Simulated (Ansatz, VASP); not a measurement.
**TeW: VASP beside Ansatz**

```
CELL_PARAMETERS angstrom
0.00000 3.06183 3.06183
3.06183 0.00000 3.06183
3.06183 3.06183 0.00000
ATOMIC_POSITIONS crystal
W 0.00000 0.00000 0.00000
Te 0.25000 0.25000 0.25000
```

Alike in both runs: task single point; functional PBE; k mesh 12 × 12 × 12; occupations gaussian, width 0.1 eV; collinear spin.

```csv
,VASP,Ansatz
version,VASP 6.6.1,Ansatz 0.2.0
potentials or method,"VASP PAW PBE potentials, release 64 (W_sv, Te), cutoff 520 eV","scalar-relativistic, plane waves, PAW"
valence electrons in the cell,20,30
```

```tsv
	VASP	Ansatz	Ansatz less VASP
gap on the k mesh at the Fermi level (eV)	none	none	-
pressure (GPa)	0.0	0.0	+0.01
net moment per atom (μB)	0.70	0.70	-0.001
size of the moment on the site where the two differ most (μB)	1.10	0.95	-0.152
```

Site moments also hang on the region over which each program counts them. A gap of «none» marks a metal or a gap that the smearing closes. VASP's potentials hold 20 valence electrons a cell and Ansatz's 30, so a difference there can come from the potentials and not from the codes.

Spin-orbit coupling is off throughout.
